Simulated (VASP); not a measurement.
ZrN, 2 atoms in the cell. The structure is cubic, space group Fm-3m (No. 225). The conventional cell has a = 4.503 Å, b = 4.503 Å, c = 4.503 Å, α = 90.00°, β = 90.00°, γ = 90.00°. Zr (site symmetry m-3m) has 6 N at 2.25 Å within 3.0 Å. Within 3.0 Å of N (site symmetry m-3m) lie 6 Zr at 2.25 Å. 

```yaml
Program: VASP 6.6.1
Task: single point
Functional: PBEsol
Potentials_or_basis: VASP PAW PBE potentials, release 64 (Zr_sv, N)
Cutoff: 600 eV
k_mesh: 16 × 16 × 16
Occupations: methfessel-paxton, width 0.1 eV
Spin: no spin polarisation
Dipole_correction: no
Further_INCAR_settings: ALGO = Normal; EDIFF = 1e-06; NBANDS = 16
```

Potentials or basis: VASP PAW PBE potentials, release 64 (Zr_sv, N).

Run with:

```console
$ cat potpaw_PBE.64/Zr_sv/POTCAR potpaw_PBE.64/N/POTCAR > POTCAR
$ mpirun -np 1 vasp_std > vasp.out
```

Hardware: 1 thread of Intel(R) Xeon(R) Platinum 8488C (Sapphire Rapids) (shared host).

**Question.** How long does it take, and how much memory?

**Answer.** Run time: 78 s on 1 thread of Intel(R) Xeon(R) Platinum 8488C (Sapphire Rapids), on a shared host, peak memory 0.2 GiB. Counts: scf iterations 13, k points 145.
